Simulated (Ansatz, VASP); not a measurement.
**KF in VASP and in Ansatz**

```
K F
1.0
     0.00000    2.71054    2.91383
     2.52080    0.00000    2.91383
     2.52080    2.71054    0.00000
K F
1 1
Cartesian
  0.0000 0.0000 0.0000
  2.5208 2.7105 2.9138
```

Change from the starting cell: normal strain along x -0.0700, normal strain along z +0.0750.

Alike in both runs: task single point; functional PBE; k mesh 8 × 8 × 8; occupations gaussian, width 0.05 eV; no spin polarisation.

|  | VASP | Ansatz |
| --- | --- | --- |
| version | VASP 6.6.1 | Ansatz 0.2.0 |
| potentials or method | VASP PAW PBE potentials, release 64 (K_sv, F), cutoff 520 eV | scalar-relativistic, plane waves, PAW |
| valence electrons in the cell | 16 | 16 |

|  | VASP | Ansatz | Ansatz less VASP |
| --- | --- | --- | --- |
| gap on the k mesh at the Fermi level (eV) | 5.76 | 5.77 | +0.017 |
| least direct gap on the mesh (eV) | 5.76 | 5.77 | +0.017 |
| pressure (GPa) | 1.3 | 1.2 | -0.04 |
| traceless stress, the component that is largest in VASP (GPa) | 4.23 | 4.06 | -0.167 |

The functional is the same, so the differences come from potentials, cutoffs and numerics.
